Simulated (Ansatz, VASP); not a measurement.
One calculation of Rb, two programs

Contents of INCAR:

```
ALGO = Normal
EDIFF = 1E-7
ENCUT = 520
ISIF = 2
ISMEAR = -1
LASPH = T
LCHARG = T
LELF = T
LREAL = F
LVHAR = T
LWAVE = F
NBANDS = 10
NELM = 100
PREC = Accurate
SIGMA = 0.1
```

Contents of KPOINTS:

```
k-points
0
Gamma
  9 9 9
```

POSCAR

```
Rb
1.0
    0.0000000000      3.4414935170      3.4414935170
    3.4414935170      0.0000000000      3.4414935170
    3.4414935170      3.4414935170      0.0000000000
Rb
1
Direct
    0.0000000000      0.0000000000      0.0000000000
```

Input for Ansatz:

```yaml
crystal:
  lattice:
    - [0.0, 3.441493517, 3.441493517]
    - [3.441493517, 0.0, 3.441493517]
    - [3.441493517, 3.441493517, 0.0]
  atoms:
    - { symbol: Rb, position: [0.0, 0.0, 0.0] }
hamiltonian:
  xc: lda
  pseudopotentials:
    kind: paw
    azcp:
      Rb: "pseudopotentials/Rb.paw.azcp"
basis:
  ecutwfc: 420
  fft_grid_basis: typed
kpoints:
  mp_grid: { grid: [9, 9, 9], shift: [0, 0, 0] }
magnetization:
  spin_polarized: false
scf:
  occupations: { method: fermi_dirac, width: 0.1 }
  lower_state_search: "off"
output:
  stress: true
```

Alike in both runs: task single point; functional LDA; k mesh 9 × 9 × 9; occupations fermi-dirac, width 0.1 eV; no spin polarisation.

```csv
,VASP,Ansatz
version,VASP 6.6.1,Ansatz 0.2.0
potentials or method,"VASP PAW LDA potentials, release 64 (Rb_sv), cutoff 520 eV","plane waves (420 eV) with PAW, scalar-relativistic"
valence electrons in the cell,9,9
```

Ansatz gave:

* pressure (GPa): -0.1

Problem. What did VASP give for the same quantities?

Solution. Pressure (GPa): -0.2.

Ansatz warns that its potentials were made for another functional, while VASP's fit it. LDA's correlation is that of Perdew and Zunger in VASP and of Perdew and Wang (1992) in Ansatz.
